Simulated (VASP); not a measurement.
Set up this calculation in VASP 6.6.1, as the native input.

```yaml
Task: single point
Functional: PBEsol
Potentials_or_basis: VASP PAW PBE potentials, release 64 (Na_pv)
Cutoff: 520 eV
k_mesh: 16 × 16 × 16
Occupations: gaussian, width 0.15 eV
Spin: no spin polarisation
Dipole_correction: no
Further_INCAR_settings: ALGO = Normal; EDIFF = 1e-06; NBANDS = 10
```

The structure of Na lies in POSCAR:

```
Na
1.0
   -2.1810250000      2.1810250000      2.1175000000
    2.1810250000     -2.1810250000      2.1175000000
    2.1810250000      2.1810250000     -2.1175000000
Na
1
Direct
    0.0000000000      0.0000000000      0.0000000000
```

This cell differs from its parent crystal: strain +0.030 along x and y, +0.000 along z.

One way to write it, as run:

INCAR

```
SYSTEM = Na
ALGO = Normal ; EDIFF = 1E-6
ENCUT = 520 ; GGA = PS
ISIF = 2 ; ISMEAR = 0
LASPH = .TRUE. ; LCHARG = .FALSE.
LREAL = .FALSE. ; LWAVE = .FALSE.
NBANDS = 10 ; NELM = 80
PREC = Accurate ; SIGMA = 0.15
```

KPOINTS

```
k-points
0
G
  16 16 16
  0 0 0
```

Potentials or basis: VASP PAW PBE potentials, release 64 (Na_pv).

The run is started by

```sh
$ cat potpaw_PBE.64/Na_pv/POTCAR > POTCAR
$ mpirun -np 1 vasp_std > vasp.out
```

It gave:

* Pressure: -0.7 GPa
* Band gap on the k mesh: zero (an odd number of electrons rules out a gap without spin polarisation)

Caveat: the cell differs from its parent crystal (strain +0.030 along x and y, +0.000 along z); the PAW data sets were made with another functional, which shifts forces and pressure a little.

Run time: 40 s on 1 thread of Intel(R) Xeon(R) Platinum 8559C (Emerald Rapids), on a shared host, peak memory 0.23 GiB.
